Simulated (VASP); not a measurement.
# SmNb (P6/mmm) in VASP: relaxation of cell and atoms with PBE

Aim: the relaxation of cell and atoms of SmNb with PBE.

Everything below comes from runs of VASP 6.6.1. Logs are shortened: lines on timing, memory, paths and dates and some standing lists are left out, and cuts for length are marked.

### Step 1. The cell of the first run

Symmetry: P6/mmm, No. 191, hexagonal system. The conventional cell has a = 4.810 Å, b = 4.810 Å, c = 4.162 Å, α = 90.00°, β = 90.00°, γ = 120.00°. Within 3.7 Å of Sm (site symmetry -6m2) lie 9 Nb at 2.78 to 3.47 Å and 3 Sm at 2.78 Å. Nb (site symmetry 6/mmm) has 2 Nb at 2.08 Å and 6 Sm at 2.78 Å within 2.8 Å. Within 2.8 Å of Nb (site symmetry 6/mmm) lie 2 Nb at 2.08 Å.

The cell was generated, and may not be a known phase.

### Step 2. Relaxation of cell and atoms, PBE

INCAR reads:

```
SYSTEM = SmNb
ALGO     = Normal         ! electronic algorithm
EDIFF    = 1E-7           ! SCF threshold, eV
EDIFFG   = -0.08          ! ionic threshold
ENCUT    = 500            ! plane-wave cutoff, eV
GGA      = PE             ! functional
GGA_COMPAT= .False.      
IBRION   = 2              ! ionic algorithm
ISIF     = 3              ! what is computed and relaxed
ISMEAR   = 0              ! smearing method
LASPH    = .True.         ! aspherical terms in the spheres
LCHARG   = .False.        ! write CHGCAR
LMAXMIX  = 6              ! l up to which the mixer works
LREAL    = .False.        ! projectors in reciprocal space
LWAVE    = .False.        ! write WAVECAR
NELM     = 200            ! most SCF steps
NELMIN   = 4            
NSW      = 36             ! ionic steps
PREC     = Accurate       ! precision mode
SIGMA    = 0.2            ! smearing width, eV
```

KPOINTS reads:

```
k-points
0
Gamma
  5 5 5
  0 0 0
```

POSCAR reads:

```
SmNb
1.0
    4.8098995600      0.0000000000      0.0000000000
   -2.4049497800      4.1654952100      0.0000000000
    0.0000000000      0.0000000000      4.1617413000
Sm Nb
2 2
Direct
    0.3333333300      0.6666666700      0.5000000000
    0.6666666700      0.3333333300      0.5000000000
    0.0000000000      0.0000000000      0.5000000000
    0.0000000000      0.0000000000      0.0000000000
```

Potentials or basis: VASP PAW PBE potentials, release 64 (Sm_3, Nb_sv), 4f in core.

Launch:

```bash
> cat potpaw_PBE.64/Sm_3/POTCAR potpaw_PBE.64/Nb_sv/POTCAR > POTCAR
> mpirun -np 1 vasp_std > vasp.out
```

OUTCAR:

```text
SYSTEM = SmNb
   EDIFF = 1E-7
   EDIFFG = -0.08
   ENCUT = 500
   GGA = PE
   IBRION = 2
   ISIF = 3
   ISMEAR = 0
   LASPH = .True.
   LREAL = .False.
   NELM = 200
   NELMIN = 4
   NSW = 36
   PREC = Accurate

 ion  position               nearest neighbor table
   1  0.333  0.667  0.500-   3 2.78   2 2.78   2 2.78   3 2.78   3 2.78   2 2.78
   2  0.667  0.333  0.500-   1 2.78   3 2.78   1 2.78   3 2.78   3 2.78   1 2.78
   3  0.000  0.000  0.500-   4 2.08   4 2.08   1 2.78   2 2.78   2 2.78   1 2.78   2 2.78   1 2.78

   4  0.000  0.000  0.000-   3 2.08   3 2.08

  LATTYP: Found a hexagonal cell.
 ALAT       =     4.8098995600
 C/A-ratio  =     0.8652449491

  Lattice vectors:

 A1 = (   4.8098995600,   0.0000000000,   0.0000000000)
 A2 = (  -2.4049497800,   4.1654952100,   0.0000000000)
 A3 = (   0.0000000000,   0.0000000000,   4.1617413000)

Analysis of symmetry for initial positions (statically):
=====================================================================
 Subroutine PRICEL returns:
 Original cell was already a primitive cell.

 Routine SETGRP: Setting up the symmetry group for a
 hexagonal supercell.

 Subroutine GETGRP returns: Found 24 space group operations
 (whereof 24 operations were pure point group operations)
 out of a pool of 24 trial point group operations.

The static configuration has the point symmetry D_6h.

Analysis of symmetry for dynamics (positions and initial velocities):
=====================================================================
 Subroutine PRICEL returns:
 Original cell was already a primitive cell.

 Routine SETGRP: Setting up the symmetry group for a
 hexagonal supercell.

 Subroutine GETGRP returns: Found 24 space group operations
 (whereof 24 operations were pure point group operations)
 out of a pool of 24 trial point group operations.

The dynamic configuration has the point symmetry D_6h.

 Subroutine INISYM returns: Found 24 space group operations
 (whereof 24 operations are pure point group operations),
 and found     1 'primitive' translations

----------------------------------------------------------------------------------------

                                     Primitive cell

  volume of cell :      83.3830

  direct lattice vectors                    reciprocal lattice vectors
     4.809899560  0.000000000  0.000000000     0.207904549  0.120033747  0.000000000
    -2.404949780  4.165495210  0.000000000     0.000000000  0.240067495  0.000000000
     0.000000000  0.000000000  4.161741300     0.000000000  0.000000000  0.240284037

  length of vectors
     4.809899560  4.809899561  4.161741300     0.240067495  0.240067495  0.240284037

  position of ions in fractional coordinates (direct lattice)
     0.333333330  0.666666670  0.500000000
     0.666666670  0.333333330  0.500000000
     0.000000000  0.000000000  0.500000000
     0.000000000  0.000000000  0.000000000

  ion indices of the primitive-cell ions
   primitive index   ion index
                 1           1
                 2           2
                 3           3
                 4           4

----------------------------------------------------------------------------------------

 KPOINTS: k-points

Automatic generation of k-mesh.
 Grid dimensions read from file:
 generate k-points for:    5    5    5

 Generating k-lattice:

  Cartesian coordinates                     Fractional coordinates (reciprocal lattice)
     0.041580910  0.024006749  0.000000000     0.200000000 -0.000000000  0.000000000
     0.000000000  0.048013499  0.000000000     0.000000000  0.200000000  0.000000000
     0.000000000  0.000000000  0.048056807     0.000000000  0.000000000  0.200000000

  Length of vectors
     0.048013499  0.048013499  0.048056807

  Shift w.r.t. Gamma in fractional coordinates (k-lattice)
     0.000000000  0.000000000  0.000000000

 Subroutine IBZKPT returns following result:
 ===========================================

 Found     15 irreducible k-points:

 Following reciprocal coordinates:
            Coordinates               Weight
  0.000000  0.000000  0.000000      1.000000
  0.200000 -0.000000  0.000000      6.000000
  0.400000 -0.000000  0.000000      6.000000
  0.200000  0.200000  0.000000      6.000000
  0.400000  0.200000  0.000000      6.000000
  0.000000  0.000000  0.200000      2.000000
  0.200000 -0.000000  0.200000     12.000000
  0.400000 -0.000000  0.200000     12.000000
  0.200000  0.200000  0.200000     12.000000
  0.400000  0.200000  0.200000     12.000000
  0.000000  0.000000  0.400000      2.000000
  0.200000 -0.000000  0.400000     12.000000
  0.400000 -0.000000  0.400000     12.000000
  0.200000  0.200000  0.400000     12.000000
  0.400000  0.200000  0.400000     12.000000
   k-points           NKPTS =     15   k-points in BZ     NKDIM =     15   number of bands    NBANDS=     28
   number of dos      NEDOS =    301   number of ions     NIONS =      4
   total plane-waves  NPLWV =  38880
   dimension x,y,z NGX =    36 NGY =   36 NGZ =   30
   dimension x,y,z NGXF=    72 NGYF=   72 NGZF=   60
   ions per type =               2   2
   NGX,Y,Z   is equivalent  to a cutoff of  12.44, 12.44, 11.98 a.u.
   NGXF,Y,Z  is equivalent  to a cutoff of  24.89, 24.89, 23.97 a.u.
 SYSTEM =  SmNb
   PREC   = accura    normal or accurate (medium, high low for compatibility)
   ISTART =      0    job   : 0-new  1-cont  2-samecut
   ICHARG =      2    charge: 1-file 2-atom 10-const
   ISPIN  =      1    spin polarized calculation?
   LNONCOLLINEAR =      F non collinear calculations
   LSORBIT =      F    spin-orbit coupling
   LASPH  =      T    aspherical Exc in radial PAW
   ENCUT  =  500.0 eV  36.75 Ry    6.06 a.u.   8.77  8.77  7.59*2*pi/ulx,y,z
   NELM   =    200;   NELMIN=  4; NELMDL= -5     # of ELM steps
   EDIFF  = 0.1E-06   stopping-criterion for ELM
   LREAL  =      F    real-space projection
   EDIFFG = -.8E-01   stopping-criterion for IOM
   NSW    =     36    number of steps for IOM
   IBRION =      2    ionic relax: 0-MD 1-quasi-New 2-CG
   NFREE  =      1    steps in history (QN), initial steepest desc. (CG)
   ISIF   =      3    stress and relaxation
   ISYM   =      2    0-nonsym 1-usesym 2-fastsym
   POTIM  = 0.5000    time-step for ionic-motion
   TEBEG  =    0.0;   TEEND  =   0.0 temperature during run
   PSTRESS=    0.0 pullay stress
   NELECT =      48.0000    total number of electrons
   NUPDOWN=      -1.0000    fix difference up-down
   EMIN   =  10.00;   EMAX   =-10.00  energy-range for DOS
   EFERMI =   0.00;   METHOD = LEGACY
   ISMEAR =     0;   SIGMA  =   0.20  broadening in eV -4-tet -1-fermi 0-gaus
   EFERMI_NEDOS =   21; number of points for ismear=-14 and -15
   IALGO  =     38    algorithm
   IMIX   =      4    mixing-type and parameters
     AMIX     =   0.40;   BMIX     =  1.00
     AMIX_MAG =   1.60;   BMIX_MAG =  1.00
  volume/ion in A,a.u.               =      20.85       140.67
  Fermi-wavevector in a.u.,A,eV,Ry     =   1.361850  2.573524 25.233854  1.854636
  Thomas-Fermi vector in A             =   2.488391
   LORBIT       =      0    0 simple, 1 ext, 2 COOP (PROOUT), +10 PAW based schemes
   GGA     = PE    functional components
   LHFCALC =     F    Hartree Fock is set to
   AEXX    =    0.0000 exact exchange contribution
   IVDW    =     0    specifies the selected vdW correction
   LEPSILON=     F    determine dielectric tensor
   LRPA    =     F    only Hartree local field effects (RPA)
 conjugate gradient relaxation of ions
 non-spin polarized calculation
 Gauss-broadening in eV      SIGMA  =   0.20
  energy-cutoff  :      500.00
  volume of cell :       83.38
 maximum number of plane-waves:      2131
 NGX is ok and might be reduce to    36
   NGX = 17   NGY = 17   NGZ = 15

--------------------------------------- Ionic step        1  -------------------------------------------

 number of electron      48.0000005 magnetization

 Free energy of the ion-electron system (eV)
  ---------------------------------------------------
  ext. energy  EPLUGINS =         0.00000000
  ---------------------------------------------------
  free energy    TOTEN  =       -21.64582144 eV

  energy without entropy =      -21.59529108  energy(sigma->0) =      -21.62055626

 E-fermi :   7.3534     XC(G=0): -11.5642

 val. band max:        7.3390757148   @ k =   0.2000   0.2000   0.0000
 cond. band min:       7.4254649024   @ k =   0.4000  -0.0000   0.0000
 fundamental gap:      0.0863891876
 Fermi energy:         7.3533874029

 k-point     1 :       0.0000    0.0000    0.0000
  band No.  band energies     occupation
      1     -48.0536      2.00000
      2     -45.8015      2.00000
      3     -33.3533      2.00000
      4     -32.4996      2.00000
      5     -27.7595      2.00000
      6     -23.8255      2.00000
[... 20 lines left out ...]
     27       8.7775      0.00000
[... 455 lines left out ...]
 POSITION                                       TOTAL-FORCE (eV/Angst)
 -----------------------------------------------------------------------------------
     -0.00000      2.77700      2.08087         0.000000     -0.000000      0.000000
      2.40495      1.38850      2.08087        -0.000000      0.000000      0.000000
      0.00000      0.00000      2.08087        -0.000000      0.000000      0.000000
      0.00000      0.00000      0.00000        -0.000000      0.000000      0.000000
 -----------------------------------------------------------------------------------
    total drift:                               -0.000000      0.000000      0.000000

  FREE ENERGIE OF THE ION-ELECTRON SYSTEM (eV)
  ---------------------------------------------------
  free  energy   TOTEN  =       -21.6458214417 eV

  energy  without entropy=      -21.5952910787  energy(sigma->0) =      -21.62055626

--------------------------------------- Ionic step        2  -------------------------------------------

 number of electron      47.9999987 magnetization

 E-fermi :   1.9029     XC(G=0):  -8.1510

 val. band max:        1.8755189853   @ k =   0.2000   0.2000   0.2000
 cond. band min:       1.9064604055   @ k =   0.2000  -0.0000   0.4000
 fundamental gap:      0.0309414202
 Fermi energy:         1.9029079611

 k-point     1 :       0.0000    0.0000    0.0000
  band No.  band energies     occupation
      1     -53.6231      2.00000
      2     -52.8009      2.00000
      3     -39.8762      2.00000
      4     -39.8058      2.00000
      5     -29.8038      2.00000
      6     -29.8038      2.00000
[... 20 lines left out ...]
     27       2.9324      0.00000
[... 683 lines left out ...]
 POSITION                                       TOTAL-FORCE (eV/Angst)
 -----------------------------------------------------------------------------------
     -0.00000      3.20506      2.29743        -0.000000     -0.000000      0.000000
      2.77566      1.60253      2.29743         0.000000      0.000000     -0.000000
     -0.00000     -0.00000      2.29743        -0.000000     -0.000000      0.000000
      0.00000      0.00000     -0.00000        -0.000000     -0.000000      0.000000
 -----------------------------------------------------------------------------------
    total drift:                               -0.000000      0.000000      0.000000

  FREE ENERGIE OF THE ION-ELECTRON SYSTEM (eV)
  ---------------------------------------------------
  free  energy   TOTEN  =       -25.9468923475 eV

  energy  without entropy=      -25.8763951180  energy(sigma->0) =      -25.91164373

--------------------------------------- Ionic step        9  -------------------------------------------

 number of electron      48.0000001 magnetization

 Free energy of the ion-electron system (eV)
  ---------------------------------------------------
  ext. energy  EPLUGINS =         0.00000000
  ---------------------------------------------------
  free energy    TOTEN  =       -25.95037702 eV

  energy without entropy =      -25.87624448  energy(sigma->0) =      -25.91331075

 E-fermi :   4.2780     XC(G=0):  -9.7497

 val. band max:        4.2755777648   @ k =   0.4000   0.2000   0.2000
 cond. band min:       4.3494266290   @ k =   0.2000  -0.0000   0.2000
 fundamental gap:      0.0738488643
 Fermi energy:         4.2780361722

 k-point     1 :       0.0000    0.0000    0.0000
  band No.  band energies     occupation
      1     -50.9423      2.00000
      2     -49.7639      2.00000
      3     -36.8996      2.00000
      4     -36.7117      2.00000
      5     -28.9363      2.00000
      6     -26.9014      2.00000
[... 20 lines left out ...]
     27       5.6287      0.00000
[... 455 lines left out ...]
 POSITION                                       TOTAL-FORCE (eV/Angst)
 -----------------------------------------------------------------------------------
     -0.00000      3.21173      2.31105         0.000000     -0.000000     -0.000000
      2.78144      1.60587      2.31105         0.000000      0.000000      0.000000
     -0.00000     -0.00000      2.31105        -0.000000      0.000000      0.000000
     -0.00000     -0.00000      4.62211        -0.000000      0.000000      0.000000
 -----------------------------------------------------------------------------------
    total drift:                               -0.000000      0.000000      0.000000

  FREE ENERGIE OF THE ION-ELECTRON SYSTEM (eV)
  ---------------------------------------------------
  free  energy   TOTEN  =       -25.9503770153 eV

  energy  without entropy=      -25.8762444846  energy(sigma->0) =      -25.91331075

 reached required accuracy - stopping structural energy minimisation
```

Run time: 7.3 min. Hardware: 1 thread of Intel Xeon Platinum 8259CL at 2.50GHz (Skylake/Cascade Lake), shared host; peak memory 0.21 GiB.

Results:

```yaml
Free_energy: -25.9504 eV
Relaxed_volume: 30.97 Å³/atom
Relaxed_cell: a = 5.563 Å, b = 5.563 Å, c = 4.622 Å, α = 90.00°, β = 90.00°, γ = 120.00°
Space_group_after_relaxing_to_0.1_Å: P6/mmm (No. 191)
Energy_gained_by_relaxing: 1076.1 meV/atom
Ionic_steps: 9
Pressure_after_relaxing: -0.1 GPa
Band_gap_on_the_k_mesh: zero (bands 24 and 25 overlap by 0.29 eV)
```

The path:
```tsv
step	energy change (eV)	largest force (eV/Å)	pressure (GPa)	volume (Å³)
1	0.0000	0.0000	48.65	83.38
2	-0.9676	0.0000	-10.54	184.68
3	-4.0278	0.0000	-0.09	123.31
4	-4.0349	0.0000	0.55	121.79
5	-4.0361	0.0000	1.13	120.48
6	-4.2902	0.0000	-0.99	125.61
7	-4.2938	0.0000	-1.16	126.21
8	-4.3011	0.0000	0.59	122.63
9	-4.3046	0.0000	-0.10	123.87
```

Final structure:
```
Sm Nb
1.0
     5.56288    0.00000    0.00000
    -2.78144    4.81760    0.00000
     0.00000    0.00000    4.62211
Sm Nb
2 2
Direct
  0.33333 0.66667 0.50000
  0.66667 0.33333 0.50000
  0.00000 0.00000 0.50000
  0.00000 0.00000 0.00000
```

Caveat: the volume moved by over 15 % at a fixed basis, so the end points are rough; spin-orbit coupling is left out, which moves the levels of the heavy elements; the 4f electrons are frozen in the core, so they carry no moment and show no levels. Spin polarisation is off, so any magnetic state and its effect on volume and gap are missing.

The gap in the log of VASP goes by the Fermi energy; the results here count the filled bands.